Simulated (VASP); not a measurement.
# YS: single point with LDA

The system is YS.

```xyz
2
Lattice="0.0000 2.7711 2.7437 2.7711 0.0000 2.7437 2.7711 2.7711 0.0000" Properties=species:S:1:pos:R:3 pbc="T T T"
Y     2.7711    2.7711    2.7437
S     0.0000    0.0000    0.0000
```

This cell differs from its parent crystal: equal xx and yy strain of +1 %.

```yaml
Program: VASP 6.6.1
Task: single point
Functional: LDA
Potentials_or_basis: VASP PAW LDA potentials, release 64 (Y_sv, S)
Cutoff: 520 eV
k_mesh: 8 × 8 × 8
Occupations: fermi-dirac, width 0.01 eV
Spin: no spin polarisation
Dipole_correction: no
Further_INCAR_settings: ALGO = Normal; EDIFF = 1e-06; NBANDS = 16
```

```json
{
  "Pressure": "-5.5 GPa",
  "Band gap on the k mesh": "zero (an odd number of electrons rules out a gap without spin polarisation)"
}
```

Stress tensor (GPa, compression positive):
```
-6.20  0.00  0.00
 0.00 -6.20  0.00
 0.00  0.00 -4.12
```

Levels at points of the mesh, in eV from the Fermi level:
| k point | band 5 | band 6 | band 7 | band 8 | band 9 | band 10 | band 11 | band 12 | band 13 | band 14 |
| --- | --- | --- | --- | --- | --- | --- | --- | --- | --- | --- |
| (0.00, 0.00, 0.00) | -14.93 | -3.36 | -3.36 | -3.33 | -0.22 | -0.22 | -0.13 | 0.61 | 0.63 | 1.16 |
| (0.50, 0.00, 0.00) | -13.67 | -7.01 | -5.17 | -5.16 | 2.03 | 2.60 | 2.68 | 2.71 | 5.85 | 5.96 |
| (0.50, 0.50, 0.00) | -14.31 | -5.40 | -4.07 | -4.07 | -2.29 | 1.88 | 3.01 | 3.69 | 3.69 | 3.95 |
| (0.50, 0.00, 0.50) | -14.31 | -5.46 | -4.04 | -4.03 | -2.29 | 1.84 | 3.04 | 3.66 | 3.74 | 3.91 |

Wall time 84 s on 1 thread of Intel Xeon 8259CL, with other jobs on the host, peak memory 0.19 GiB.

Caveat: the cell differs from its parent crystal (equal xx and yy strain of +1 %); the cell stands under tension.
